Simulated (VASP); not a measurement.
Here is a VASP 6.6.1 calculation.

File POSCAR:

```
AlN
1.0
    0.0000000000      2.0853809500      2.0853809500
    2.0853809500      0.0000000000      2.0853809500
    2.0853809500      2.0853809500      0.0000000000
Al N
1 1
Direct
    0.5000000000      0.5000000000      0.5000000000
    0.0000000000      0.0000000000      0.0000000000
```

File INCAR.step1:

```
SYSTEM = AlN
ALGO = Normal ; EDIFF = 1E-4
ENCUT = 520 ; GGA = PE
ISMEAR = 0 ; LASPH = .TRUE.
LCHARG = .FALSE. ; LREAL = .FALSE.
LWAVE = .TRUE. ; NBANDS = 11
NELM = 80 ; PREC = Accurate
SIGMA = 0.05
```

The input INCAR.step2:

```
SYSTEM = AlN
ALGO = Normal ; EDIFF = 1E-7
ENCUT = 520 ; ISIF = 2
ISMEAR = 0 ; ISTART = 1
LASPH = .TRUE. ; LCHARG = .FALSE.
LMIXTAU = .TRUE. ; LREAL = .FALSE.
LWAVE = .FALSE. ; METAGGA = R2SCAN
NBANDS = 11 ; NELM = 80
PREC = Accurate ; SIGMA = 0.05
```

Contents of KPOINTS:

```
k-points
0
G
  10 10 10
  0 0 0
```

Potentials or basis: VASP PAW PBE potentials, release 64 (Al, N).

Command:

```bash
$ cat potpaw_PBE.64/Al/POTCAR potpaw_PBE.64/N/POTCAR > POTCAR
$ cp INCAR.step1 INCAR
$ mpirun -np 1 vasp_std > vasp.out
$ cp INCAR.step2 INCAR
$ mpirun -np 1 vasp_std > vasp.out
```

Task: Predict the band gap on the k mesh.

Result: 4.58 eV, indirect (least direct gap 5.18 eV).

Task: What does it give for the pressure?

Result: -22.9 GPa.

Caveat: the cell differs from its parent crystal (strain +0.025 along x and y, +0.025 along z); the PAW data sets were made with another functional, which shifts forces and pressure a little. A k mesh can miss the band edges.
